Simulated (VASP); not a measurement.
SrO:

```
Sr O
1.0
     0.00000    2.56630    2.56630
     2.56630    0.00000    2.56630
     2.56630    2.56630    0.00000
Sr O
1 1
Direct
  0.50000 0.50000 0.50000
  0.00000 0.00000 0.00000
```

```yaml
Program: VASP 6.6.1
Task: relaxation of cell and atoms
Functional: r2SCAN
Potentials_or_basis: VASP PAW PBE potentials, release 64 (Sr_sv, O)
Cutoff: 600 eV
k_mesh: 8 × 8 × 8
Occupations: gaussian, width 0.02 eV
Spin: no spin polarisation
```

At the start: pressure 2.0 GPa; volume 16.90 Å³/atom.

Q: Where does the relaxation end?

A: Over 3 steps the energy falls by 2.2 meV/atom and the volume is 17.25 Å³/atom (+2.1 %); space group Fm-3m (No. 225, to 0.05 Å).

Step by step:
| step | energy change (eV) | largest force (eV/Å) | pressure (GPa) | volume (Å³) |
| --- | --- | --- | --- | --- |
| 1 | 0.0000 | 0.0000 | 2.04 | 33.80 |
| 2 | -0.0033 | 0.0000 | -0.93 | 34.87 |
| 3 | -0.0044 | 0.0000 | 0.01 | 34.51 |

Final structure:
```yaml
crystal:
  lattice:
    - [0.00000, 2.58396, 2.58396]
    - [2.58396, 0.00000, 2.58396]
    - [2.58396, 2.58396, 0.00000]
  atoms:
    - { symbol: Sr, position: [0.50000, 0.50000, 0.50000] }
    - { symbol: O, position: [0.00000, 0.00000, 0.00000] }
```

Caveat: the PAW data sets were made with another functional, which shifts forces and pressure a little.
